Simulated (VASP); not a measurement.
# TaN (Fm-3m) in VASP: further runs

TaN is run at these levels: PBE+U; tasks: single point.

Everything below comes from runs of VASP 6.6.1. Logs are shortened: lines on timing, memory, paths and dates and some standing lists are left out, and cuts for length are marked.

**1. The cell of the first run**

It takes space group Fm-3m (No. 225, cubic). Conventional cell: a = 4.358 Å, b = 4.358 Å, c = 4.358 Å, α = 90.00°, β = 90.00°, γ = 90.00°. Ta (site symmetry m-3m) has 6 N at 2.18 Å within 2.9 Å. Within 2.9 Å of N (site symmetry m-3m) lie 6 Ta at 2.18 Å.

**2. Single point, PBE+U, collinear spin, ferromagnetic start**

File INCAR:

```
SYSTEM = TaN
ALGO     = Normal         ! electronic algorithm
EDIFF    = 1E-6           ! SCF threshold, eV
ENCUT    = 520            ! plane-wave cutoff, eV
GGA      = PE             ! functional
ISIF     = 2              ! what is computed and relaxed
ISMEAR   = 0              ! smearing method
ISPIN    = 2              ! spin polarisation
LASPH    = .TRUE.         ! aspherical terms in the spheres
LCHARG   = .TRUE.         ! write CHGCAR
LDAU     = .TRUE.         ! DFT+U
LDAUJ    = 0 0          
LDAUL    = 2 -1           ! shell
LDAUPRINT= 1            
LDAUTYPE = 2            
LDAUU    = 1 0            ! U, eV
LELF     = .TRUE.         ! ELF
LMAXMIX  = 4              ! l up to which the mixer works
LORBIT   = 11             ! projections on sites
LREAL    = .FALSE.        ! projectors in reciprocal space
LVHAR    = .TRUE.       
LWAVE    = .FALSE.        ! write WAVECAR
MAGMOM   = 2 0            ! initial moments
NBANDS   = 19             ! bands
NELM     = 150            ! most SCF steps
PREC     = Accurate       ! precision mode
SIGMA    = 0.05           ! smearing width, eV
```

File KPOINTS:

```
k-points
0
G
  7 7 7
  0 0 0
```

File POSCAR:

```
TaN
1.0
    0.0000000000      2.1790013100      2.1790013100
    2.1790013100      0.0000000000      2.1790013100
    2.1790013100      2.1790013100      0.0000000000
Ta N
1 1
Direct
    0.5000000000      0.5000000000      0.5000000000
    0.0000000000      0.0000000000      0.0000000000
```

Potentials or basis: VASP PAW PBE potentials, release 64 (Ta_pv, N).

The run is started by

```sh
$ cat potpaw_PBE.64/Ta_pv/POTCAR potpaw_PBE.64/N/POTCAR > POTCAR
$ mpirun -np 1 vasp_std > vasp.out
```

OUTCAR:

```text
SYSTEM = TaN
   EDIFF = 1E-6
   ENCUT = 520
   GGA = PE
   ISIF = 2
   ISMEAR = 0
   ISPIN = 2
   LASPH = .TRUE.
   LORBIT = 11
   LREAL = .FALSE.
   NELM = 150
   PREC = Accurate

 ion  position               nearest neighbor table
   1  0.500  0.500  0.500-   2 2.18   2 2.18   2 2.18   2 2.18   2 2.18   2 2.18
   2  0.000  0.000  0.000-   1 2.18   1 2.18   1 2.18   1 2.18   1 2.18   1 2.18

  LATTYP: Found a face centered cubic cell.
 ALAT       =     4.3580026200

  Lattice vectors:

 A1 = (   0.0000000000,   2.1790013100,   2.1790013100)
 A2 = (   2.1790013100,   0.0000000000,   2.1790013100)
 A3 = (   2.1790013100,   2.1790013100,   0.0000000000)

Analysis of symmetry for initial positions (statically):
=====================================================================
 Subroutine PRICEL returns:
 Original cell was already a primitive cell.

 Routine SETGRP: Setting up the symmetry group for a
 face centered cubic supercell.

 Subroutine GETGRP returns: Found 48 space group operations
 (whereof 48 operations were pure point group operations)
 out of a pool of 48 trial point group operations.

The static configuration has the point symmetry O_h .

Analysis of symmetry for dynamics (positions and initial velocities):
=====================================================================
 Subroutine PRICEL returns:
 Original cell was already a primitive cell.

 Routine SETGRP: Setting up the symmetry group for a
 face centered cubic supercell.

 Subroutine GETGRP returns: Found 48 space group operations
 (whereof 48 operations were pure point group operations)
 out of a pool of 48 trial point group operations.

The dynamic configuration has the point symmetry O_h .

Analysis of structural, dynamic, and magnetic symmetry:
=====================================================================
 Subroutine PRICEL returns:
 Original cell was already a primitive cell.

 Routine SETGRP: Setting up the symmetry group for a
 face centered cubic supercell.

 Subroutine GETGRP returns: Found 48 space group operations
 (whereof 48 operations were pure point group operations)
 out of a pool of 48 trial point group operations.
[... 167 lines left out ...]
  o =  0.2700  v =  0.0000  0.0000  0.0000  0.0000  0.0000  0.0000  0.4943  0.0000  0.8693 -0.0000      0.0000  0.0000  0.0000  0.0000  0.0000  0.0000  0.0000  0.0000  0.0000  0.0000
  o =  0.2700  v =  0.0000  0.0000  0.0000  0.0000  0.0000  1.0000  0.0000  0.0000  0.0000  0.0000      0.0000  0.0000  0.0000  0.0000  0.0000  0.0000  0.0000  0.0000  0.0000  0.0000
  o =  0.2701  v =  0.0000 -0.6976  0.0000  0.7165 -0.0000  0.0000  0.0000  0.0000  0.0000  0.0000      0.0000  0.0000  0.0000  0.0000  0.0000  0.0000  0.0000  0.0000  0.0000  0.0000
  o =  0.2701  v =  0.0000 -0.7165  0.0000 -0.6976 -0.0000  0.0000  0.0000  0.0000  0.0000  0.0000      0.0000  0.0000  0.0000  0.0000  0.0000  0.0000  0.0000  0.0000  0.0000  0.0000
  o =  0.2701  v =  1.0000  0.0000  0.0000  0.0000  0.0000  0.0000  0.0000  0.0000  0.0000  0.0000      0.0000  0.0000  0.0000  0.0000  0.0000  0.0000  0.0000  0.0000  0.0000  0.0000

 number of electron      16.0000000 magnetization       0.0006356

 Free energy of the ion-electron system (eV)
  ---------------------------------------------------
  ext. energy  EPLUGINS =         0.00000000
  ---------------------------------------------------
  free energy    TOTEN  =       -20.86937083 eV

  energy without entropy =      -20.86812106  energy(sigma->0) =      -20.86874595

 E-fermi :   9.9833     XC(G=0): -13.5955

 val. band max:        9.9187851137   @ k =  -0.2857   0.1429   0.0000
 cond. band min:      10.0165950962   @ k =   0.2857   0.0000   0.0000
 fundamental gap:      0.0978099825
 Fermi energy:         9.9833191317

 spin component 1

 k-point     1 :       0.0000    0.0000    0.0000
  band No.  band energies     occupation
      1     -26.0006      1.00000
      2     -26.0006      1.00000
      3     -26.0006      1.00000
      4      -9.1539      1.00000
      5       6.0612      1.00000
      6       6.0612      1.00000
[... 416 lines left out ...]
      5       1.9501      1.00000
      6       3.0152      1.00000
[... 11 lines left out ...]
     18      30.0310      0.00000
     19      30.8344      0.00000
 Fermi energy:         9.9833191317

 spin component 2

 k-point     1 :       0.0000    0.0000    0.0000
  band No.  band energies     occupation
      1     -26.0005      1.00000
      2     -26.0005      1.00000
      3     -26.0005      1.00000
      4      -9.1538      1.00000
      5       6.0612      1.00000
      6       6.0612      1.00000
[... 417 lines left out ...]
      6       3.0153      1.00000
[... 11 lines left out ...]
     18      30.0314      0.00000
     19      30.8347      0.00000

------------------------ aborting loop because EDIFF is reached ----------------------------------------

  FORCE on cell =-STRESS in cart. coord.  units (eV):
  Direction    XX          YY          ZZ          XY          YZ          ZX
  --------------------------------------------------------------------------------------
  -------------------------------------------------------------------------------------
  Total        2.3833671      2.3833671      2.3833671     -0.0000000     -0.0000000     -0.0000000
  in kB      184.5436295    184.5436295    184.5436295     -0.0000000     -0.0000000     -0.0000000
  external PRESSURE =     184.5436295 kB  Pullay stress =       0.0000000 kB

 VOLUME and BASIS-vectors are now :
 -----------------------------------------------------------------------------
  energy-cutoff  :      520.00
  volume of cell :       20.69
      direct lattice vectors                 reciprocal lattice vectors
     0.000000000  2.179001310  2.179001310    -0.229462918  0.229462918  0.229462918
     2.179001310  0.000000000  2.179001310     0.229462918 -0.229462918  0.229462918
     2.179001310  2.179001310  0.000000000     0.229462918  0.229462918 -0.229462918

 POSITION                                       TOTAL-FORCE (eV/Angst)
 -----------------------------------------------------------------------------------
      2.17900      2.17900      2.17900         0.000000      0.000000      0.000000
      0.00000      0.00000      0.00000        -0.000000      0.000000     -0.000000
 -----------------------------------------------------------------------------------
    total drift:                                0.000000     -0.000000     -0.000000

  FREE ENERGIE OF THE ION-ELECTRON SYSTEM (eV)
  ---------------------------------------------------
  free  energy   TOTEN  =       -20.8693708340 eV

  energy  without entropy=      -20.8681210595  energy(sigma->0) =      -20.86874595

 total charge

# of ion       s       p       d       tot
------------------------------------------
    1        0.286   6.241   2.439   8.966
    2        1.231   2.575   0.000   3.806
--------------------------------------------------
tot          1.517   8.816   2.439  12.772

 magnetization (x)

# of ion       s       p       d       tot
------------------------------------------
    1        0.000   0.000   0.000   0.000
    2       -0.000  -0.000   0.000  -0.000
--------------------------------------------------
tot          0.000  -0.000   0.000   0.000
```

OSZICAR:

```text
N       E                     dE             d eps       ncg     rms          rms(c)
DAV:   1     0.100904480357E+03    0.10090E+03   -0.85996E+03  1520   0.897E+02
DAV:   2    -0.206537930090E+02   -0.12156E+03   -0.11450E+03  1802   0.271E+02
DAV:   3    -0.235840917036E+02   -0.29303E+01   -0.29004E+01  1772   0.385E+01
DAV:   4    -0.235925663974E+02   -0.84747E-02   -0.84730E-02  1722   0.215E+00
DAV:   5    -0.235925841828E+02   -0.17785E-04   -0.17786E-04  1682   0.101E-01    0.270E+01
DAV:   6    -0.209328017473E+02    0.26598E+01   -0.41783E+00  1728   0.214E+01    0.109E+01
DAV:   7    -0.209072290327E+02    0.25573E-01   -0.44021E-01  1598   0.509E+00    0.749E+00
DAV:   8    -0.208795571282E+02    0.27672E-01   -0.87613E-02  1606   0.256E+00    0.211E+00
DAV:   9    -0.208688715997E+02    0.10686E-01   -0.72245E-03  1574   0.669E-01    0.450E-01
DAV:  10    -0.208694474230E+02   -0.57582E-03   -0.22163E-03  1685   0.399E-01    0.213E-01
DAV:  11    -0.208695811145E+02   -0.13369E-03   -0.20361E-04  1616   0.145E-01    0.822E-02
DAV:  12    -0.208693827564E+02    0.19836E-03   -0.38239E-05  1634   0.712E-02    0.402E-02
DAV:  13    -0.208693727169E+02    0.10039E-04   -0.56287E-06  1621   0.208E-02    0.131E-02
DAV:  14    -0.208693708764E+02    0.18404E-05   -0.13637E-06  1307   0.115E-02    0.343E-03
DAV:  15    -0.208693708340E+02    0.42476E-07   -0.13177E-07   811   0.319E-03
   1 F= -.20869371E+02 E0= -.20868746E+02  d E =-.124977E-02  mag=     0.0001
```

stdout:

```text
POSCAR found type information on POSCAR TaN
 POSCAR found :  2 types and       2 ions
 scaLAPACK will be used
 LDA part: xc-table for (Slater+PW92), standard interpolation
 POSCAR, INCAR and KPOINTS ok, starting setup
 FFT: planning ... GRIDC
 FFT: planning ... GRID_SOFT
 FFT: planning ... GRID
 WAVECAR not read
 entering main loop
```

Wall time 14 s (1 thread of Intel Xeon Platinum 8375C at 2.90GHz (Ice Lake), shared host); peak memory 0.15 GiB.

What came out:

| Item | Value |
| --- | --- |
| Free energy | -20.8694 eV |
| Pressure | 18.5 GPa |
| Band gap on the k mesh | zero (filled and empty bands overlap) |
| Net moment | 0.00 μB per cell |
| Valence electrons inside the program's atomic spheres | Ta 8.97; N 3.81 |

Levels at points of the mesh, in eV from the Fermi level:
Spin up:
```
           k point  band 5  band 6  band 7  band 8  band 9  band 10  band 11  band 12
(0.00, 0.00, 0.00)   -3.92   -3.92   -3.92   -2.19   -2.19    -2.19     0.12     0.12
```
Spin down:
| k point | band 6 | band 7 | band 8 | band 9 | band 10 | band 11 |
| --- | --- | --- | --- | --- | --- | --- |
| (0.00, 0.00, 0.00) | -3.92 | -3.92 | -2.19 | -2.19 | -2.19 | 0.12 |

Eigenvalues of the final occupation matrices:
```tsv
site	spin	trace	eigenvalues
site 1 d	1	1.25	0.22 0.22 0.27 0.27 0.27
site 1 d	2	1.25	0.22 0.22 0.27 0.27 0.27
```

Caveat: spin-orbit coupling is left out, which moves the levels of the heavy elements.

**3. Single point, PBE+U, collinear spin, zero start**

File INCAR:

```
PREC = Accurate ; ENCUT = 520
EDIFF = 1E-7 ; ISMEAR = 0
SIGMA = 0.05 ; LREAL = F
LASPH = T ; NELM = 150
ALGO = Normal ; ISIF = 2
LWAVE = F ; LCHARG = F
ISPIN = 2 ; MAGMOM = 0 0
LORBIT = 11 ; LMAXMIX = 4
LDAU = T ; LDAUTYPE = 2
LDAUL = 2 -1 ; LDAUU = 1 0
LDAUJ = 0 0 ; LDAUPRINT = 1
GGA = PE ; NBANDS = 19
```

File KPOINTS:

```
regular mesh
0
Gamma
  7 7 7
```

POSCAR is that of step 2.

Potentials or basis: VASP PAW PBE potentials, release 64 (Ta_pv, N).

The run is started by

```sh
$ cat potpaw_PBE.64/Ta_pv/POTCAR potpaw_PBE.64/N/POTCAR > POTCAR
$ mpirun -np 1 vasp_std > vasp.out
```

It took 12 s on 1 thread of Intel Xeon Platinum 8375C at 2.90GHz (Ice Lake), shared host; peak memory 0.16 GiB.

The run converged. Its results:

- Free energy: -20.8694 eV
- Pressure: 18.5 GPa
- Band gap on the k mesh: zero (filled and empty bands overlap)
- Net moment: 0.00 μB per cell
- Valence electrons inside the program's atomic spheres: Ta 8.97; N 3.81

Levels at points of the mesh, in eV from the Fermi level:
Spin up:
| k point | band 4 | band 5 | band 6 | band 7 | band 8 | band 9 | band 10 | band 11 | band 12 | band 13 |
| --- | --- | --- | --- | --- | --- | --- | --- | --- | --- | --- |
| (0.00, 0.00, 0.00) | -19.14 | -3.92 | -3.92 | -3.92 | -2.19 | -2.19 | -2.19 | 0.12 | 0.12 | 1.67 |
Spin down:
| k point | band 6 | band 7 | band 8 | band 9 | band 10 | band 11 |
| --- | --- | --- | --- | --- | --- | --- |
| (0.00, 0.00, 0.00) | -3.92 | -3.92 | -2.19 | -2.19 | -2.19 | 0.12 |

Eigenvalues of the final occupation matrices:
| site | spin | trace | eigenvalues |
| --- | --- | --- | --- |
| site 1 d | 1 | 1.25 | 0.22 0.22 0.27 0.27 0.27 |
| site 1 d | 2 | 1.25 | 0.22 0.22 0.27 0.27 0.27 |

Caveat: spin-orbit coupling is left out, which moves the levels of the heavy elements.

**4. Single point, PBE+U, collinear spin, zero start**

File INCAR:

```
SYSTEM = TaN
ALGO = Normal
EDIFF = 1E-6
ENCUT = 520
GGA = PE
ISIF = 2
ISMEAR = 0
ISPIN = 2
LASPH = .True.
LCHARG = .False.
LDAU = .True.
LDAUJ = 0 0
LDAUL = 2 -1
LDAUPRINT = 1
LDAUTYPE = 2
LDAUU = 1 0
LMAXMIX = 4
LORBIT = 11
LREAL = .False.
LWAVE = .False.
MAGMOM = 0 0
NBANDS = 19
NELM = 150
PREC = Accurate
SIGMA = 0.05
```

File KPOINTS:

```
k-points
0
Gamma
  7 7 7
  0 0 0
```

POSCAR is that of step 3.

Potentials or basis: VASP PAW PBE potentials, release 64 (Ta_pv, N).

The run is started by

```sh
$ cat potpaw_PBE.64/Ta_pv/POTCAR potpaw_PBE.64/N/POTCAR > POTCAR
$ mpirun -np 1 vasp_std > vasp.out
```

OUTCAR:

```text
SYSTEM = TaN
   EDIFF = 1E-6
   ENCUT = 520
   GGA = PE
   ISIF = 2
   ISMEAR = 0
   ISPIN = 2
   LASPH = .True.
   LORBIT = 11
   LREAL = .False.
   NELM = 150
   PREC = Accurate

 ion  position               nearest neighbor table
   1  0.500  0.500  0.500-   2 2.18   2 2.18   2 2.18   2 2.18   2 2.18   2 2.18
   2  0.000  0.000  0.000-   1 2.18   1 2.18   1 2.18   1 2.18   1 2.18   1 2.18

  LATTYP: Found a face centered cubic cell.
 ALAT       =     4.3580026200

  Lattice vectors:

 A1 = (   0.0000000000,   2.1790013100,   2.1790013100)
 A2 = (   2.1790013100,   0.0000000000,   2.1790013100)
 A3 = (   2.1790013100,   2.1790013100,   0.0000000000)

Analysis of symmetry for initial positions (statically):
=====================================================================
 Subroutine PRICEL returns:
 Original cell was already a primitive cell.

 Routine SETGRP: Setting up the symmetry group for a
 face centered cubic supercell.

 Subroutine GETGRP returns: Found 48 space group operations
[... 672 lines left out ...]
      6       6.0616      1.00000
[... 417 lines left out ...]
      6       3.0154      1.00000
[... 11 lines left out ...]
     18      30.0312      0.00000
     19      30.8346      0.00000

------------------------ aborting loop because EDIFF is reached ----------------------------------------

  FORCE on cell =-STRESS in cart. coord.  units (eV):
  Direction    XX          YY          ZZ          XY          YZ          ZX
  --------------------------------------------------------------------------------------
  -------------------------------------------------------------------------------------
  Total        2.3798737      2.3798737      2.3798737      0.0000000      0.0000000      0.0000000
  in kB      184.2731374    184.2731374    184.2731374      0.0000000      0.0000000      0.0000000
  external PRESSURE =     184.2731374 kB  Pullay stress =       0.0000000 kB

 VOLUME and BASIS-vectors are now :
 -----------------------------------------------------------------------------
  energy-cutoff  :      520.00
  volume of cell :       20.69
      direct lattice vectors                 reciprocal lattice vectors
     0.000000000  2.179001310  2.179001310    -0.229462918  0.229462918  0.229462918
     2.179001310  0.000000000  2.179001310     0.229462918 -0.229462918  0.229462918
     2.179001310  2.179001310  0.000000000     0.229462918  0.229462918 -0.229462918

 POSITION                                       TOTAL-FORCE (eV/Angst)
 -----------------------------------------------------------------------------------
      2.17900      2.17900      2.17900        -0.000000      0.000000      0.000000
      0.00000      0.00000      0.00000         0.000000     -0.000000     -0.000000
 -----------------------------------------------------------------------------------
    total drift:                                0.000000     -0.000000     -0.000000

  FREE ENERGIE OF THE ION-ELECTRON SYSTEM (eV)
  ---------------------------------------------------
  free  energy   TOTEN  =       -20.8693710528 eV

  energy  without entropy=      -20.8681199278  energy(sigma->0) =      -20.86874549

 total charge

# of ion       s       p       d       tot
------------------------------------------
    1        0.286   6.241   2.439   8.966
    2        1.231   2.575   0.000   3.806
--------------------------------------------------
tot          1.517   8.816   2.439  12.772

 magnetization (x)

# of ion       s       p       d       tot
------------------------------------------
    1       -0.000   0.000   0.000   0.000
    2        0.000   0.000   0.000   0.000
--------------------------------------------------
tot          0.000   0.000   0.000   0.000
```

Wall time 11 s (1 thread of Intel Xeon Platinum 8375C at 2.90GHz (Ice Lake), shared host); peak memory 0.16 GiB.

Results:

```
Free energy                                           : -20.8694 eV
Pressure                                              : 18.4 GPa
Band gap on the k mesh                                : zero (filled and empty bands overlap)
Net moment                                            : 0.00 μB per cell
Valence electrons inside the program's atomic spheres : Ta 8.97; N 3.81
```

Eigenvalues of the final occupation matrices:
```
    site  spin  trace               eigenvalues
site 1 d     1   1.25  0.22 0.22 0.27 0.27 0.27
site 1 d     2   1.25  0.22 0.22 0.27 0.27 0.27
```

Caveat: spin-orbit coupling is left out, which moves the levels of the heavy elements.
